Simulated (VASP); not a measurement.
# Sc: single point with PBEsol

Sc:

```xyz
2
Lattice="2.9568 0.0000 0.0000 -1.4784 2.5607 0.0000 0.0000 0.0000 4.5412" Properties=species:S:1:pos:R:3 pbc="T T T"
Sc    0.0000    1.7071    1.1353
Sc    1.4784    0.8536    3.4059
```

- Program: VASP 6.6.1
- Task: single point
- Functional: PBEsol
- Potentials or basis: VASP PAW PBE potentials, release 64 (Sc_sv)
- Cutoff: 520 eV
- k mesh: 6 × 6 × 4
- Occupations: fermi-dirac, width 0.05 eV
- Spin: no spin polarisation
- Dipole correction: no
- Further INCAR settings: ALGO = Normal; EDIFF = 1e-06; NBANDS = 18

```yaml
Pressure: 30.2 GPa
Band_gap_on_the_k_mesh: zero (band 11 reaches 7.88 eV, above the bottom of band 12 at 5.30 eV)
```

Levels at points of the mesh, in eV from the Fermi level:
```csv
k point,band 8,band 9,band 10,band 11,band 12,band 13,band 14,band 15
"(0.00, 0.00, 0.00)",-26.50,-5.61,-2.30,1.87,1.87,2.03,2.43,2.64
"(0.50, 0.00, 0.00)",-26.69,-1.85,-1.78,-1.34,0.16,1.43,1.94,2.64
"(0.00, 0.00, 0.50)",-26.69,-3.58,-3.58,1.22,1.22,1.71,1.71,1.71
"(0.50, 0.00, 0.50)",-26.82,-2.15,-2.15,-0.01,-0.01,2.35,2.35,3.12
```

Wall time 11 s on 1 thread of Intel(R) Xeon(R) Platinum 8488C (Sapphire Rapids), on a shared host, peak memory 0.15 GiB.

Caveat: the k points lie up to 0.41 Å⁻¹ apart; the PAW data sets were made with another functional, which shifts forces and pressure a little.
